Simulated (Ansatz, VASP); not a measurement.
## Two plane-wave programs on Si2N

The input INCAR:

```
PREC = Accurate
ENCUT = 520
EDIFF = 1E-7
ISMEAR = 0
SIGMA = 0.1
LREAL = F
LASPH = T
NELM = 60
ALGO = Normal
ISIF = 2
LWAVE = F
LCHARG = T
GGA = PS
LELF = T
LVHAR = T
NBANDS = 22
```

KPOINTS

```
Automatic mesh
0
Gamma
  4 4 8
```

Contents of POSCAR:

```
Si2N
1.0
    4.1706435947      0.0000000000      0.0000000000
    0.0000000000      4.1706435947      0.0000000000
    0.0000000000      0.0000000000      2.5418639371
Si N
4 2
Direct
    0.2954633019      0.2954633019      0.0000000000
    0.7045366981      0.7045366981      0.0000000000
    0.7954633019      0.2045366981      0.5000000000
    0.2045366981      0.7954633019      0.5000000000
    0.0000000000      0.0000000000      0.0000000000
    0.5000000000      0.5000000000      0.5000000000
```

Input for Ansatz:

```yaml
crystal:
  lattice:
    - [4.1706435947, 0.0, 0.0]
    - [0.0, 4.1706435947, 0.0]
    - [0.0, 0.0, 2.5418639371]
  atoms:
    - { symbol: Si, position: [0.2954633019, 0.2954633019, 0.0] }
    - { symbol: Si, position: [0.7045366981, 0.7045366981, 0.0] }
    - { symbol: Si, position: [0.7954633019, 0.2045366981, 0.5] }
    - { symbol: Si, position: [0.2045366981, 0.7954633019, 0.5] }
    - { symbol: "N", position: [0.0, 0.0, 0.0] }
    - { symbol: "N", position: [0.5, 0.5, 0.5] }
basis:
  ecutwfc: 420
kpoints:
  mp_grid: { grid: [4, 4, 8] }
hamiltonian:
  xc: pbesol
scf:
  occupations: { method: gaussian, width: 0.1 }
output:
  forces: true
  stress: true
  eigenvalues: true
```

Alike in both runs: task single point; functional PBEsol; k mesh 4 × 4 × 8; occupations gaussian, width 0.1 eV; no spin polarisation.

```csv
,VASP,Ansatz
version,VASP 6.6.1,Ansatz 0.2.0
potentials or method,"VASP PAW PBE potentials, release 64 (Si, N), cutoff 520 eV","scalar-relativistic, plane waves, PAW"
valence electrons in the cell,26,26
```

|  | VASP | Ansatz | Ansatz less VASP |
| --- | --- | --- | --- |
| gap on the k mesh at the Fermi level (eV) | none | none | - |
| rms of the force components (eV/Å) | 0.911 | 0.915 | +0.0035 |

VASP's potentials were made for PBE, not for PBEsol. Atom by atom the forces differ by 0.003 eV/Å (rms over components). A gap of «none» marks a metal or a gap that the smearing closes.

The k mesh is coarse, so the values compare programs but aren't converged.
